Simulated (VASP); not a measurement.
# TiB2 (P6/mmm) in VASP: notebook

TiB2 is run at these levels: PBE, r2SCAN; tasks: relaxation of cell and atoms.

All numbers are computed with VASP 6.6.1; they aren't measurements. Logs are shortened: lines on timing, memory, paths and dates and some standing lists are left out, and cuts for length are marked.

## Step 1: The cell of the first run

The structure is hexagonal, space group P6/mmm (No. 191). The conventional cell has a = 3.029 Å, b = 3.029 Å, c = 3.228 Å, α = 90.00°, β = 90.00°, γ = 120.00°. Ti (site symmetry 6/mmm) has 12 B at 2.38 Å and 6 Ti at 3.03 Å within 3.1 Å. B (site symmetry -6m2) has 3 B at 1.75 Å and 6 Ti at 2.38 Å within 2.4 Å.

## Step 2: Relaxation of cell and atoms, PBE

The input, INCAR:

```
SYSTEM = TiB2
ALGO = Normal
EDIFF = 1E-7
EDIFFG = -0.005
ENCUT = 600
GGA = PE
IBRION = 2
ISIF = 3
ISMEAR = -1
LASPH = .True.
LCHARG = .False.
LREAL = .False.
LWAVE = .False.
NELM = 60
NSW = 80
PREC = Accurate
SIGMA = 0.02
```

The input, KPOINTS:

```
k-points
0
Gamma
  12 12 8
  0 0 0
```

The input, POSCAR:

```
TiB2
1.0
    3.0292000000      0.0000000000      0.0000000000
   -1.5146000000      2.6233641531      0.0000000000
    0.0000000000      0.0000000000      3.2284000000
Ti B
1 2
Direct
    0.0000000000      0.0000000000      0.0000000000
    0.3333333333      0.6666666667      0.5000000000
    0.6666666667      0.3333333333      0.5000000000
```

Potentials or basis: VASP PAW PBE potentials, release 64 (Ti_sv, B).

Command:

```sh
$ cat potpaw_PBE.64/Ti_sv/POTCAR potpaw_PBE.64/B/POTCAR > POTCAR
$ mpirun -np 1 vasp_std > vasp.out
```

OUTCAR:

```text
SYSTEM = TiB2
   EDIFF = 1E-7
   EDIFFG = -0.005
   ENCUT = 600
   GGA = PE
   IBRION = 2
   ISIF = 3
   ISMEAR = -1
   LASPH = .True.
   LREAL = .False.
   NELM = 60
   NSW = 80
   PREC = Accurate

 ion  position               nearest neighbor table
   1  0.000  0.000  0.000-   2 2.38   3 2.38   2 2.38   3 2.38   2 2.38   2 2.38   3 2.38   3 2.38
                             3 2.38   3 2.38   2 2.38   2 2.38
   2  0.333  0.667  0.500-   3 1.75   3 1.75   3 1.75   1 2.38   1 2.38   1 2.38   1 2.38   1 2.38
                             1 2.38
   3  0.667  0.333  0.500-   2 1.75   2 1.75   2 1.75   1 2.38   1 2.38   1 2.38   1 2.38   1 2.38
                             1 2.38

  LATTYP: Found a hexagonal cell.
 ALAT       =     3.0292000000
 C/A-ratio  =     1.0657599366

  Lattice vectors:

 A1 = (   3.0292000000,   0.0000000000,   0.0000000000)
 A2 = (  -1.5146000000,   2.6233641531,   0.0000000000)
 A3 = (   0.0000000000,   0.0000000000,   3.2284000000)

Analysis of symmetry for initial positions (statically):
=====================================================================
 Subroutine PRICEL returns:
 Original cell was already a primitive cell.

 Routine SETGRP: Setting up the symmetry group for a
 hexagonal supercell.

 Subroutine GETGRP returns: Found 24 space group operations
 (whereof 24 operations were pure point group operations)
 out of a pool of 24 trial point group operations.

The static configuration has the point symmetry D_6h.

Analysis of symmetry for dynamics (positions and initial velocities):
=====================================================================
 Subroutine PRICEL returns:
 Original cell was already a primitive cell.

 Routine SETGRP: Setting up the symmetry group for a
 hexagonal supercell.

 Subroutine GETGRP returns: Found 24 space group operations
 (whereof 24 operations were pure point group operations)
 out of a pool of 24 trial point group operations.

The dynamic configuration has the point symmetry D_6h.

 Subroutine INISYM returns: Found 24 space group operations
 (whereof 24 operations are pure point group operations),
 and found     1 'primitive' translations

----------------------------------------------------------------------------------------

                                     Primitive cell

  volume of cell :      25.6551

  direct lattice vectors                    reciprocal lattice vectors
     3.029200000  0.000000000  0.000000000     0.330120164  0.190594965  0.000000000
    -1.514600000  2.623364153  0.000000000     0.000000000  0.381189931  0.000000000
     0.000000000  0.000000000  3.228400000     0.000000000  0.000000000  0.309750960

  length of vectors
     3.029200000  3.029200000  3.228400000     0.381189931  0.381189931  0.309750960

  position of ions in fractional coordinates (direct lattice)
     0.000000000  0.000000000  0.000000000
     0.333333333  0.666666667  0.500000000
     0.666666667  0.333333333  0.500000000

  ion indices of the primitive-cell ions
   primitive index   ion index
                 1           1
                 2           2
                 3           3

----------------------------------------------------------------------------------------

 KPOINTS: k-points

Automatic generation of k-mesh.
 Grid dimensions read from file:
 generate k-points for:   12   12    8

 Generating k-lattice:

  Cartesian coordinates                     Fractional coordinates (reciprocal lattice)
     0.027510014  0.015882914  0.000000000     0.083333333  0.000000000  0.000000000
     0.000000000  0.031765828  0.000000000     0.000000000  0.083333333  0.000000000
     0.000000000  0.000000000  0.038718870     0.000000000  0.000000000  0.125000000

  Length of vectors
     0.031765828  0.031765828  0.038718870

  Shift w.r.t. Gamma in fractional coordinates (k-lattice)
     0.000000000  0.000000000  0.000000000

 Subroutine IBZKPT returns following result:
 ===========================================

 Found     95 irreducible k-points:

 Following reciprocal coordinates:
            Coordinates               Weight
  0.000000  0.000000  0.000000      1.000000
  0.083333 -0.000000  0.000000      6.000000
  0.166667 -0.000000  0.000000      6.000000
  0.250000  0.000000  0.000000      6.000000
  0.333333  0.000000  0.000000      6.000000
  0.416667  0.000000  0.000000      6.000000
[... 16 lines left out ...]
  0.250000  0.000000  0.125000     12.000000
  0.333333  0.000000  0.125000     12.000000
 [... further k-points ...]
   k-points           NKPTS =     95   k-points in BZ     NKDIM =     95   number of bands    NBANDS=     13
   number of dos      NEDOS =    301   number of ions     NIONS =      3
   total plane-waves  NPLWV =  16128
   dimension x,y,z NGX =    24 NGY =   24 NGZ =   28
   dimension x,y,z NGXF=    48 NGYF=   48 NGZF=   56
   ions per type =               1   2
   NGX,Y,Z   is equivalent  to a cutoff of  13.17, 13.17, 14.42 a.u.
   NGXF,Y,Z  is equivalent  to a cutoff of  26.34, 26.34, 28.84 a.u.
 SYSTEM =  TiB2
   PREC   = accura    normal or accurate (medium, high low for compatibility)
   ISTART =      0    job   : 0-new  1-cont  2-samecut
   ICHARG =      2    charge: 1-file 2-atom 10-const
   ISPIN  =      1    spin polarized calculation?
   LNONCOLLINEAR =      F non collinear calculations
   LSORBIT =      F    spin-orbit coupling
   LASPH  =      T    aspherical Exc in radial PAW
   ENCUT  =  600.0 eV  44.10 Ry    6.64 a.u.   6.05  6.05  6.45*2*pi/ulx,y,z
   NELM   =     60;   NELMIN=  2; NELMDL= -5     # of ELM steps
   EDIFF  = 0.1E-06   stopping-criterion for ELM
   LREAL  =      F    real-space projection
   EDIFFG = -.5E-02   stopping-criterion for IOM
   NSW    =     80    number of steps for IOM
   IBRION =      2    ionic relax: 0-MD 1-quasi-New 2-CG
   NFREE  =      1    steps in history (QN), initial steepest desc. (CG)
   ISIF   =      3    stress and relaxation
   ISYM   =      2    0-nonsym 1-usesym 2-fastsym
   POTIM  = 0.5000    time-step for ionic-motion
   TEBEG  =    0.0;   TEEND  =   0.0 temperature during run
   PSTRESS=    0.0 pullay stress
   NELECT =      18.0000    total number of electrons
   NUPDOWN=      -1.0000    fix difference up-down
   EMIN   =  10.00;   EMAX   =-10.00  energy-range for DOS
   EFERMI =   0.00;   METHOD = LEGACY
   ISMEAR =    -1;   SIGMA  =   0.02  broadening in eV -4-tet -1-fermi 0-gaus
   EFERMI_NEDOS =   21; number of points for ismear=-14 and -15
   IALGO  =     38    algorithm
   IMIX   =      4    mixing-type and parameters
     AMIX     =   0.40;   BMIX     =  1.00
     AMIX_MAG =   1.60;   BMIX_MAG =  1.00
  volume/ion in A,a.u.               =       8.55        57.71
  Fermi-wavevector in a.u.,A,eV,Ry     =   1.454703  2.748990 28.792122  2.116161
  Thomas-Fermi vector in A             =   2.571823
   LORBIT       =      0    0 simple, 1 ext, 2 COOP (PROOUT), +10 PAW based schemes
   GGA     = PE    functional components
   LHFCALC =     F    Hartree Fock is set to
   AEXX    =    0.0000 exact exchange contribution
   IVDW    =     0    specifies the selected vdW correction
   LEPSILON=     F    determine dielectric tensor
   LRPA    =     F    only Hartree local field effects (RPA)
 conjugate gradient relaxation of ions
 non-spin polarized calculation
  energy-cutoff  :      600.00
  volume of cell :       25.66
 maximum number of plane-waves:       876
   NGX = 13   NGY = 13   NGZ = 13

--------------------------------------- Ionic step        1  -------------------------------------------

 number of electron      18.0000002 magnetization

 Free energy of the ion-electron system (eV)
  ---------------------------------------------------
  ext. energy  EPLUGINS =         0.00000000
  ---------------------------------------------------
  free energy    TOTEN  =       -24.43078080 eV

  energy without entropy =      -24.43010928  energy(sigma->0) =      -24.43044504

------------------------ aborting loop because EDIFF is reached ----------------------------------------

  FORCE on cell =-STRESS in cart. coord.  units (eV):
  Direction    XX          YY          ZZ          XY          YZ          ZX
  --------------------------------------------------------------------------------------
  -------------------------------------------------------------------------------------
  Total        0.0790487      0.0790487      0.0313267      0.0000000      0.0000000     -0.0000000
  in kB        4.9366370      4.9366370      1.9563731      0.0000000      0.0000000     -0.0000000
  external PRESSURE =       3.9432157 kB  Pullay stress =       0.0000000 kB
[... 59 lines left out ...]
  energy  without entropy=      -24.4300699284  energy(sigma->0) =      -24.43042021

--------------------------------------- Ionic step        3  -------------------------------------------

 number of electron      18.0000002 magnetization

 Free energy of the ion-electron system (eV)
  ---------------------------------------------------
  ext. energy  EPLUGINS =         0.00000000
  ---------------------------------------------------
  free energy    TOTEN  =       -24.43082942 eV

  energy without entropy =      -24.43014433  energy(sigma->0) =      -24.43048688

 E-fermi :   9.9801     XC(G=0): -12.7617

 val. band max:        9.9486920283   @ k =   0.3333   0.1667   0.0000
 cond. band min:      10.0008880866   @ k =   0.0833  -0.0000   0.3750
 fundamental gap:      0.0521960583
 Fermi energy:         9.9801266871

 k-point     1 :       0.0000    0.0000    0.0000
  band No.  band energies     occupation
      1     -46.9797      2.00000
      2     -23.3261      2.00000
      3     -23.0206      2.00000
      4     -23.0206      2.00000
      5      -3.5137      2.00000
      6       7.3825      2.00000
      7       7.3825      2.00000
      8       7.6601      2.00000
      9       7.8742      2.00000
     10      11.8680      0.00000
     11      11.8680      0.00000
     12      13.6263      0.00000
     13      13.6263      0.00000
[... 353 lines left out ...]
 k-point    24 :       0.3333    0.0000    0.1250
  band No.  band energies     occupation
      1     -46.9372      2.00000
      2     -23.3204      2.00000
      3     -23.3005      2.00000
      4     -23.0873      2.00000
      5      -1.3808      2.00000
      6       3.3641      2.00000
      7       6.6087      2.00000
      8       6.7365      2.00000
      9       8.1001      2.00000
     10      11.5208      0.00000
     11      11.9699      0.00000
     12      12.7786      0.00000
     13      13.7344      0.00000

 [... further k-points ...]

------------------------ aborting loop because EDIFF is reached ----------------------------------------

  FORCE on cell =-STRESS in cart. coord.  units (eV):
  Direction    XX          YY          ZZ          XY          YZ          ZX
  --------------------------------------------------------------------------------------
  -------------------------------------------------------------------------------------
  Total        0.0039799      0.0039799     -0.0093196      0.0000000      0.0000000      0.0000000
  in kB        0.2481950      0.2481950     -0.5811847      0.0000000      0.0000000      0.0000000
  external PRESSURE =      -0.0282649 kB  Pullay stress =       0.0000000 kB
[... 18 lines left out ...]
  FREE ENERGIE OF THE ION-ELECTRON SYSTEM (eV)
  ---------------------------------------------------
  free  energy   TOTEN  =       -24.4308294219 eV

  energy  without entropy=      -24.4301443288  energy(sigma->0) =      -24.43048688

 reached required accuracy - stopping structural energy minimisation
```

It took 54 s on 1 thread of AMD EPYC 7R13 (Zen 3), shared host; peak memory 0.15 GiB.

Results:

```
Free energy                           : -24.4308 eV
Relaxed volume                        : 8.56 Å³/atom
Relaxed cell                          : a = 3.031 Å, b = 3.031 Å, c = 3.229 Å, α = 90.00°, β = 90.00°, γ = 120.00°
Space group after relaxing (to 0.1 Å) : P6/mmm (No. 191)
Energy gained by relaxing             : 0.0 meV/atom
Ionic steps                           : 3
Pressure after relaxing               : 0.0 GPa
Band gap on the k mesh                : zero (bands 9 and 10 overlap by 0.61 eV)
```

Final structure:
```
CELL_PARAMETERS angstrom
3.03100 0.00000 0.00000
-1.51550 2.62492 0.00000
0.00000 0.00000 3.22916
ATOMIC_POSITIONS crystal
Ti 0.00000 0.00000 0.00000
B 0.33333 0.66667 0.50000
B 0.66667 0.33333 0.50000
```

Levels at points of the mesh, in eV from the Fermi level:
| k point | band 5 | band 6 | band 7 | band 8 | band 9 | band 10 | band 11 | band 12 | band 13 |
| --- | --- | --- | --- | --- | --- | --- | --- | --- | --- |
| (0.00, 0.00, 0.00) | -13.49 | -2.60 | -2.60 | -2.32 | -2.11 | 1.89 | 1.89 | 3.65 | 3.65 |
| (0.50, 0.00, 0.00) | -9.36 | -9.23 | -3.26 | -3.21 | -2.26 | 1.34 | 2.73 | 3.21 | 3.36 |
| (0.00, 0.00, 0.50) | -11.58 | -7.60 | -0.55 | -0.55 | -0.18 | -0.18 | 0.43 | 0.43 | 1.64 |
| (0.50, 0.00, 0.50) | -9.74 | -7.54 | -4.63 | -3.81 | -3.14 | 2.48 | 2.91 | 4.45 | 4.57 |

## Step 3: Relaxation of cell and atoms, r2SCAN

The input, POSCAR:

```
TiB2
1.0
    3.0307524544      0.0000000000      0.0000000000
   -1.5153762272      2.6247086181      0.0000000000
    0.0000000000      0.0000000000      3.2278520659
Ti B
1 2
Direct
    0.0000000000      0.0000000000      0.0000000000
    0.3333333333      0.6666666667      0.5000000000
    0.6666666667      0.3333333333      0.5000000000
```

The input, INCAR.step1:

```
PREC = Accurate
ENCUT = 600
ISMEAR = -1
SIGMA = 0.02
LREAL = F
LASPH = T
NELM = 80
GGA = PE
ALGO = Normal
EDIFF = 1E-4
LWAVE = T
LCHARG = F
```

The input, INCAR.step2:

```
PREC = Accurate
ENCUT = 600
EDIFF = 1E-7
ISMEAR = -1
SIGMA = 0.02
LREAL = F
LASPH = T
NELM = 80
ALGO = Normal
ISIF = 3
LWAVE = F
LCHARG = F
METAGGA = R2SCAN
LMIXTAU = T
IBRION = 2
NSW = 80
EDIFFG = -0.005
ISTART = 1
```

The input, KPOINTS:

```
regular mesh
0
Gamma
  12 12 8
```

Potentials or basis: VASP PAW PBE potentials, release 64 (Ti_sv, B).

Command:

```sh
$ cat potpaw_PBE.64/Ti_sv/POTCAR potpaw_PBE.64/B/POTCAR > POTCAR
$ cp INCAR.step1 INCAR
$ mpirun -np 1 vasp_std > vasp.out
$ cp INCAR.step2 INCAR
$ mpirun -np 1 vasp_std > vasp.out
```

It took 6.7 min on 1 thread of AMD EPYC 7R13 (Zen 3), shared host; peak memory 0.15 GiB.

The run converged. Its results:

```
Free energy                           : -30.9748 eV
Relaxed volume                        : 8.54 Å³/atom
Relaxed cell                          : a = 3.026 Å, b = 3.026 Å, c = 3.232 Å, α = 90.00°, β = 90.00°, γ = 120.00°
Space group after relaxing (to 0.1 Å) : P6/mmm (No. 191)
Energy gained by relaxing             : 0.1 meV/atom
Ionic steps                           : 4
Pressure after relaxing               : 0.0 GPa
Band gap on the k mesh                : zero (bands 9 and 10 overlap by 0.71 eV)
```

Step by step:
```csv
step,energy change (eV),largest force (eV/Å),pressure (GPa),volume (Å³)
1,0.0000,0.0000,-0.63,25.68
2,-0.0001,0.0000,0.78,25.55
3,-0.0003,0.0000,0.18,25.60
4,-0.0003,0.0000,0.00,25.63
```

Final structure:
```
CELL_PARAMETERS angstrom
3.02564 0.00000 0.00000
-1.51282 2.62028 0.00000
0.00000 0.00000 3.23248
ATOMIC_POSITIONS crystal
Ti 0.00000 0.00000 0.00000
B 0.33333 0.66667 0.50000
B 0.66667 0.33333 0.50000
```

Levels at points of the mesh, in eV from the Fermi level:
```
           k point  band 6  band 7  band 8  band 9  band 10  band 11  band 12  band 13
(0.00, 0.00, 0.00)   -2.74   -2.74   -2.62   -2.18     2.00     2.00     3.86     3.86
(0.50, 0.00, 0.00)   -9.99   -3.52   -3.46   -2.36     1.41     2.90     3.40     3.47
(0.00, 0.00, 0.50)   -8.13   -0.60   -0.60   -0.18    -0.18     0.49     0.49     1.76
(0.50, 0.00, 0.50)   -8.15   -4.93   -4.07   -3.49     2.64     3.08     4.63     4.79
```

Caveat: the PAW data sets were made with another functional, which shifts forces and pressure a little.
